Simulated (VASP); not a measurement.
# Hf (P6_3/mmc) in VASP: notebook

Hf is run at these levels: PBEsol; tasks: single point.

Everything below comes from runs of VASP 6.6.1. Logs are shortened: lines on timing, memory, paths and dates and some standing lists are left out, and cuts for length are marked.

## 1. The cell of the first run

The structure is hexagonal, space group P6_3/mmc (No. 194). The conventional cell has a = 2.952 Å, b = 2.952 Å, c = 4.726 Å, α = 90.00°, β = 90.00°, γ = 120.00°. Within 3.8 Å of Hf (site symmetry -6m2) lie 12 Hf at 2.91 to 2.95 Å.

## 2. Single point, PBEsol

INCAR reads:

```
ALGO     = Normal         # electronic algorithm
EDIFF    = 1E-7           # SCF threshold, eV
ENCUT    = 520            # plane-wave cutoff, eV
GGA      = PS             # functional
ISIF     = 2              # what is computed and relaxed
ISMEAR   = -1             # smearing method
LASPH    = True           # aspherical terms in the spheres
LCHARG   = False          # write CHGCAR
LREAL    = False          # projectors in reciprocal space
LWAVE    = False          # write WAVECAR
NBANDS   = 17             # bands
NELM     = 60             # most SCF steps
PREC     = Accurate       # precision mode
SIGMA    = 0.05           # smearing width, eV
```

KPOINTS reads:

```
k-points
0
Gamma
  10 10 5
```

POSCAR reads:

```
Hf
1.0
    2.9520193838      0.0000000000      0.0000000000
   -1.4760096919      2.5565237789      0.0000000000
    0.0000000000      0.0000000000      4.7255513030
Hf
2
Direct
    0.6666666667      0.3333333333      0.7500000000
    0.3333333333      0.6666666667      0.2500000000
```

Potentials or basis: VASP PAW PBE potentials, release 64 (Hf_pv).

On the command line:

```sh
cat potpaw_PBE.64/Hf_pv/POTCAR > POTCAR
mpirun -np 1 vasp_std > vasp.out
```

OUTCAR:

```text
EDIFF = 1E-7
   ENCUT = 520
   GGA = PS
   ISIF = 2
   ISMEAR = -1
   LASPH = True
   LREAL = False
   NELM = 60
   PREC = Accurate

 ion  position               nearest neighbor table
   1  0.667  0.333  0.750-   2 2.91   2 2.91   2 2.91   2 2.91   2 2.91   2 2.91
   2  0.333  0.667  0.250-   1 2.91   1 2.91   1 2.91   1 2.91   1 2.91   1 2.91

  LATTYP: Found a hexagonal cell.
 ALAT       =     2.9520193838
 C/A-ratio  =     1.6007860006

  Lattice vectors:

 A1 = (   2.9520193838,   0.0000000000,   0.0000000000)
 A2 = (  -1.4760096919,   2.5565237789,   0.0000000000)
 A3 = (   0.0000000000,   0.0000000000,   4.7255513030)

Analysis of symmetry for initial positions (statically):
=====================================================================
 Subroutine PRICEL returns:
 Original cell was already a primitive cell.

 Routine SETGRP: Setting up the symmetry group for a
 hexagonal supercell.

 Subroutine GETGRP returns: Found 24 space group operations
 (whereof 12 operations were pure point group operations)
 out of a pool of 24 trial point group operations.

The static configuration has the point symmetry D_3d.
 The point group associated with its full space group is D_6h.

Analysis of symmetry for dynamics (positions and initial velocities):
=====================================================================
 Subroutine PRICEL returns:
 Original cell was already a primitive cell.

 Routine SETGRP: Setting up the symmetry group for a
 hexagonal supercell.

 Subroutine GETGRP returns: Found 24 space group operations
 (whereof 12 operations were pure point group operations)
 out of a pool of 24 trial point group operations.

The dynamic configuration has the point symmetry D_3d.
 The point group associated with its full space group is D_6h.

 Subroutine INISYM returns: Found 24 space group operations
 (whereof 12 operations are pure point group operations),
 and found     1 'primitive' translations

----------------------------------------------------------------------------------------

                                     Primitive cell

  volume of cell :      35.6633

  direct lattice vectors                    reciprocal lattice vectors
     2.952019384  0.000000000  0.000000000     0.338751163  0.195578075  0.000000000
    -1.476009692  2.556523779  0.000000000     0.000000000  0.391156150  0.000000000
     0.000000000  0.000000000  4.725551303     0.000000000  0.000000000  0.211615521

  length of vectors
     2.952019384  2.952019384  4.725551303     0.391156151  0.391156150  0.211615521

  position of ions in fractional coordinates (direct lattice)
     0.666666667  0.333333333  0.750000000
     0.333333333  0.666666667  0.250000000

  ion indices of the primitive-cell ions
   primitive index   ion index
                 1           1
                 2           2

----------------------------------------------------------------------------------------

 KPOINTS: k-points

Automatic generation of k-mesh.
 Grid dimensions read from file:
 generate k-points for:   10   10    5

 Generating k-lattice:

  Cartesian coordinates                     Fractional coordinates (reciprocal lattice)
     0.033875116  0.019557808  0.000000000     0.100000000 -0.000000000  0.000000000
     0.000000000  0.039115615  0.000000000     0.000000000  0.100000000  0.000000000
     0.000000000  0.000000000  0.042323104     0.000000000  0.000000000  0.200000000

  Length of vectors
     0.039115615  0.039115615  0.042323104

  Shift w.r.t. Gamma in fractional coordinates (k-lattice)
     0.000000000  0.000000000  0.000000000

 Subroutine IBZKPT returns following result:
 ===========================================

 Found     42 irreducible k-points:

 Following reciprocal coordinates:
            Coordinates               Weight
  0.000000  0.000000  0.000000      1.000000
  0.100000  0.000000  0.000000      6.000000
  0.200000  0.000000  0.000000      6.000000
  0.300000 -0.000000  0.000000      6.000000
  0.400000  0.000000  0.000000      6.000000
  0.500000  0.000000  0.000000      3.000000
[... 16 lines left out ...]
  0.300000  0.100000  0.200000     24.000000
  0.400000  0.100000  0.200000     24.000000
 [... further k-points ...]
   k-points           NKPTS =     42   k-points in BZ     NKDIM =     42   number of bands    NBANDS=     17
   number of dos      NEDOS =    301   number of ions     NIONS =      2
   total plane-waves  NPLWV =  20736
   dimension x,y,z NGX =    24 NGY =   24 NGZ =   36
   dimension x,y,z NGXF=    48 NGYF=   48 NGZF=   72
   ions per type =               2
   NGX,Y,Z   is equivalent  to a cutoff of  13.52, 13.52, 12.66 a.u.
   NGXF,Y,Z  is equivalent  to a cutoff of  27.03, 27.03, 25.33 a.u.
 SYSTEM =  unknown system
   PREC   = accura    normal or accurate (medium, high low for compatibility)
   ISTART =      0    job   : 0-new  1-cont  2-samecut
   ICHARG =      2    charge: 1-file 2-atom 10-const
   ISPIN  =      1    spin polarized calculation?
   LNONCOLLINEAR =      F non collinear calculations
   LSORBIT =      F    spin-orbit coupling
   LASPH  =      T    aspherical Exc in radial PAW
   ENCUT  =  520.0 eV  38.22 Ry    6.18 a.u.   5.49  5.49  8.79*2*pi/ulx,y,z
   NELM   =     60;   NELMIN=  2; NELMDL= -5     # of ELM steps
   EDIFF  = 0.1E-06   stopping-criterion for ELM
   LREAL  =      F    real-space projection
   EDIFFG = 0.1E-05   stopping-criterion for IOM
   NSW    =      0    number of steps for IOM
   IBRION =     -1    ionic relax: 0-MD 1-quasi-New 2-CG
   NFREE  =      0    steps in history (QN), initial steepest desc. (CG)
   ISIF   =      2    stress and relaxation
   ISYM   =      2    0-nonsym 1-usesym 2-fastsym
   POTIM  = 0.5000    time-step for ionic-motion
   TEBEG  =    0.0;   TEEND  =   0.0 temperature during run
   PSTRESS=    0.0 pullay stress
   NELECT =      20.0000    total number of electrons
   NUPDOWN=      -1.0000    fix difference up-down
   EMIN   =  10.00;   EMAX   =-10.00  energy-range for DOS
   EFERMI =   0.00;   METHOD = LEGACY
   ISMEAR =    -1;   SIGMA  =   0.05  broadening in eV -4-tet -1-fermi 0-gaus
   EFERMI_NEDOS =   21; number of points for ismear=-14 and -15
   IALGO  =     38    algorithm
   IMIX   =      4    mixing-type and parameters
     AMIX     =   0.40;   BMIX     =  1.00
     AMIX_MAG =   1.60;   BMIX_MAG =  1.00
  volume/ion in A,a.u.               =      17.83       120.33
  Fermi-wavevector in a.u.,A,eV,Ry     =   1.350033  2.551192 24.797823  1.822589
  Thomas-Fermi vector in A             =   2.477571
   LORBIT       =      0    0 simple, 1 ext, 2 COOP (PROOUT), +10 PAW based schemes
   GGA     = PS    functional components
   LHFCALC =     F    Hartree Fock is set to
   AEXX    =    0.0000 exact exchange contribution
   IVDW    =     0    specifies the selected vdW correction
   LEPSILON=     F    determine dielectric tensor
   LRPA    =     F    only Hartree local field effects (RPA)
 non-spin polarized calculation
  energy-cutoff  :      520.00
  volume of cell :       35.66
 maximum number of plane-waves:       985
 NGX is ok and might be reduce to    24
   NGX = 11   NGY = 11   NGZ = 17

 number of electron      19.9999999 magnetization

 Free energy of the ion-electron system (eV)
  ---------------------------------------------------
  ext. energy  EPLUGINS =         0.00000000
  ---------------------------------------------------
  free energy    TOTEN  =       -20.42198635 eV

  energy without entropy =      -20.41166313  energy(sigma->0) =      -20.41682474

 E-fermi :   6.4426     XC(G=0): -12.4744

 val. band max:        6.4202629688   @ k =   0.3000   0.3000   0.4000
 cond. band min:       6.4713241661   @ k =   0.0000   0.0000   0.4000
 fundamental gap:      0.0510611973
 Fermi energy:         6.4425664060

 k-point     1 :       0.0000    0.0000    0.0000
  band No.  band energies     occupation
      1     -24.6327      2.00000
      2     -23.1110      2.00000
      3     -23.1110      2.00000
      4     -22.8713      2.00000
      5     -22.8713      2.00000
      6     -22.8708      2.00000
[... 9 lines left out ...]
     16       9.6525      0.00000
     17      13.0831      0.00000

 k-point     2 :       0.1000    0.0000    0.0000
  band No.  band energies     occupation
      1     -24.5800      2.00000
      2     -23.2357      2.00000
      3     -23.1507      2.00000
      4     -23.0023      2.00000
      5     -22.8933      2.00000
      6     -22.8870      2.00000
[... 9 lines left out ...]
     16       9.2720      0.00000
     17      13.4123      0.00000

 k-point     3 :       0.2000    0.0000    0.0000
  band No.  band energies     occupation
      1     -24.4318      2.00000
      2     -23.5591      2.00000
      3     -23.3252      2.00000
      4     -23.2492      2.00000
      5     -22.9621      2.00000
      6     -22.9323      2.00000
[... 9 lines left out ...]
     16      10.1196      0.00000
     17      13.9969      0.00000

 k-point     4 :       0.3000   -0.0000    0.0000
  band No.  band energies     occupation
      1     -24.2173      2.00000
      2     -23.9503      2.00000
      3     -23.6913      2.00000
      4     -23.3633      2.00000
      5     -23.0773      2.00000
      6     -22.9930      2.00000
[... 9 lines left out ...]
     16      11.7200      0.00000
     17      14.4279      0.00000
[... 343 lines left out ...]
      1     -24.2670      2.00000
      2     -23.7366      2.00000
      3     -23.6109      2.00000
      4     -23.3132      2.00000
      5     -23.0690      2.00000
      6     -23.0258      2.00000
[... 9 lines left out ...]
     16      11.3910      0.00000
     17      13.7747      0.00000

 k-point    23 :       0.3000    0.1000    0.2000
  band No.  band energies     occupation
      1     -24.2753      2.00000
      2     -24.0166      2.00000
      3     -23.7447      2.00000
      4     -23.4353      2.00000
      5     -23.1774      2.00000
      6     -23.0950      2.00000
[... 9 lines left out ...]
     16      12.6410      0.00000
     17      14.2780      0.00000

 k-point    24 :       0.4000    0.1000    0.2000
  band No.  band energies     occupation
      1     -24.4005      2.00000
      2     -24.1509      2.00000
      3     -23.7174      2.00000
      4     -23.4807      2.00000
      5     -23.2780      2.00000
      6     -23.1476      2.00000
[... 9 lines left out ...]
     16      14.0665      0.00000
     17      15.2881      0.00000

 [... further k-points ...]
[... 5 lines left out ...]
  --------------------------------------------------------------------------------------
  -------------------------------------------------------------------------------------
  Total        6.5867354      6.5867354      6.5548674      0.0000000     -0.0000000      0.0000000
  in kB      295.9097507    295.9097507    294.4780764      0.0000000     -0.0000000      0.0000000
  external PRESSURE =     295.4325259 kB  Pullay stress =       0.0000000 kB

 VOLUME and BASIS-vectors are now :
 -----------------------------------------------------------------------------
  energy-cutoff  :      520.00
  volume of cell :       35.66
      direct lattice vectors                 reciprocal lattice vectors
     2.952019384  0.000000000  0.000000000     0.338751163  0.195578075  0.000000000
    -1.476009692  2.556523779  0.000000000     0.000000000  0.391156150  0.000000000
     0.000000000  0.000000000  4.725551303     0.000000000  0.000000000  0.211615521

 POSITION                                       TOTAL-FORCE (eV/Angst)
 -----------------------------------------------------------------------------------
      1.47601      0.85217      3.54416         0.000000     -0.000000      0.000000
     -0.00000      1.70435      1.18139        -0.000000      0.000000      0.000000
 -----------------------------------------------------------------------------------
    total drift:                               -0.000000      0.000000     -0.000000

  FREE ENERGIE OF THE ION-ELECTRON SYSTEM (eV)
  ---------------------------------------------------
  free  energy   TOTEN  =       -20.4219863533 eV

  energy  without entropy=      -20.4116631253  energy(sigma->0) =      -20.41682474
```

It took 19 s on 1 thread of Intel Xeon Platinum 8488C (Sapphire Rapids), shared host; peak memory 0.16 GiB.

What came out:

| Quantity | Value |
| --- | --- |
| Free energy | -20.4220 eV |
| Pressure | 29.5 GPa |
| Band gap on the k mesh | zero (band 10 reaches 7.63 eV, above the bottom of band 11 at 6.07 eV) |

Caveat: the PAW data sets were made with another functional, which shifts forces and pressure a little; spin-orbit coupling is left out, which moves the levels of the heavy elements.

## 3. Single point, PBEsol

This run uses another cell than the first one, of 18.78 Å³/atom, 1.053 times its volume.

INCAR reads:

```
SYSTEM = Hf
ALGO = Normal
EDIFF = 1E-6
ENCUT = 520
GGA = PS
ISIF = 2
ISMEAR = -1
LASPH = .True.
LCHARG = .True.
LELF = .True.
LREAL = .False.
LVHAR = .True.
LWAVE = .False.
NBANDS = 17
NELM = 80
PREC = Accurate
SIGMA = 0.05
```

KPOINTS reads:

```
k-points
0
Gamma
  10 10 5
  0 0 0
```

POSCAR reads:

```
Hf
1.0
    3.0088281368      0.0000000000      0.0000000000
   -1.5044140684      2.6057216021      0.0000000000
    0.0000000000      0.0000000000      4.7919643820
Hf
2
Direct
    0.6666666667      0.3333333333      0.7500000000
    0.3333333333      0.6666666667      0.2500000000
```

Potentials or basis: VASP PAW PBE potentials, release 64 (Hf_pv).

On the command line:

```sh
cat potpaw_PBE.64/Hf_pv/POTCAR > POTCAR
mpirun -np 1 vasp_std > vasp.out
```

Wall time 23 s (1 thread of Intel Xeon Platinum 8488C (Sapphire Rapids), shared host); peak memory 0.16 GiB.

It converged, with:

| Item | Value |
| --- | --- |
| Free energy | -20.7129 eV |
| Pressure | 19.6 GPa |
| Band gap on the k mesh | zero (band 10 reaches 7.22 eV, above the bottom of band 11 at 5.65 eV) |

Stress tensor (GPa, compression positive):
```
19.64  0.00  0.00
 0.00 19.64  0.00
 0.00  0.00 19.48
```

Levels at points of the mesh, in eV from the Fermi level:
| k point | band 8 | band 9 | band 10 | band 11 | band 12 | band 13 |
| --- | --- | --- | --- | --- | --- | --- |
| (0.00, 0.00, 0.00) | -4.31 | 1.19 | 1.19 | 1.39 | 1.45 | 2.20 |
| (0.50, 0.00, 0.00) | -3.48 | -2.85 | -0.35 | 0.75 | 1.08 | 2.00 |

Caveat: the PAW data sets were made with another functional, which shifts forces and pressure a little; spin-orbit coupling is left out, which moves the levels of the heavy elements.

## 4. Single point, PBEsol

This run uses another cell than the first one, of 19.98 Å³/atom, 1.120 times its volume.

INCAR reads:

```
PREC = Accurate ; ENCUT = 520
EDIFF = 1E-6 ; ISMEAR = -1
SIGMA = 0.05 ; LREAL = F
LASPH = T ; NELM = 60
ALGO = Normal ; ISIF = 2
LWAVE = F ; LCHARG = F
GGA = PS ; NBANDS = 17
```

KPOINTS reads:

```
Automatic mesh
0
Gamma
  10 10 5
```

POSCAR reads:

```
Hf
1.0
    3.0755226592      0.0000000000      0.0000000000
   -1.5377613296      2.6634807528      0.0000000000
    0.0000000000      0.0000000000      4.8771449161
Hf
2
Direct
    0.6666666667      0.3333333333      0.7500000000
    0.3333333333      0.6666666667      0.2500000000
```

On the command line:

```sh
cat potpaw_PBE.64/Hf_pv/POTCAR > POTCAR
mpirun -np 1 vasp_std > vasp.out
```

Run time: 22 s. Hardware: 1 thread of Intel Xeon Platinum 8488C (Sapphire Rapids), shared host; peak memory 0.16 GiB.

The run converged. Its results:

* Free energy: -20.9271 eV
* Pressure: 9.6 GPa
* Band gap on the k mesh: zero (band 10 reaches 6.75 eV, above the bottom of band 11 at 5.19 eV)

Stress tensor (GPa, compression positive):
```
9.63 0.00 0.00
0.00 9.63 0.00
0.00 0.00 9.47
```

Levels at points of the mesh, in eV from the Fermi level:
| k point | band 6 | band 7 | band 8 | band 9 | band 10 | band 11 | band 12 | band 13 | band 14 | band 15 |
| --- | --- | --- | --- | --- | --- | --- | --- | --- | --- | --- |
| (0.00, 0.00, 0.00) | -29.71 | -7.74 | -4.07 | 1.14 | 1.21 | 1.21 | 1.50 | 2.16 | 2.16 | 2.90 |
| (0.50, 0.00, 0.00) | -29.84 | -3.53 | -3.18 | -2.59 | -0.52 | 0.77 | 1.03 | 1.91 | 6.71 | 7.31 |

Caveat: the PAW data sets were made with another functional, which shifts forces and pressure a little; spin-orbit coupling is left out, which moves the levels of the heavy elements.

## 5. Overview

```tsv
cell	gap on the mesh (eV)	pressure (GPa)
a = 2.952, b = 2.952, c = 4.726 Å, angles 90.0, 90.0, 120.0°, 2 atoms	none	29.5
a = 3.009, b = 3.009, c = 4.792 Å, angles 90.0, 90.0, 120.0°, 2 atoms	none	19.6
a = 3.076, b = 3.076, c = 4.877 Å, angles 90.0, 90.0, 120.0°, 2 atoms	none	9.6
```

Alike in all rows: task single point; level PBEsol; potentials or basis VASP PAW PBE potentials, release 64 (Hf_pv); no spin polarisation; k mesh 10 × 10 × 5; cutoff (eV) 520; smearing fermi-dirac 0.05 eV.

Caveats: the PAW data sets were made with another functional, which shifts forces and pressure a little; spin-orbit coupling is left out, which moves the levels of the heavy elements.

Absolute energies hang on the potentials; compare differences alone.
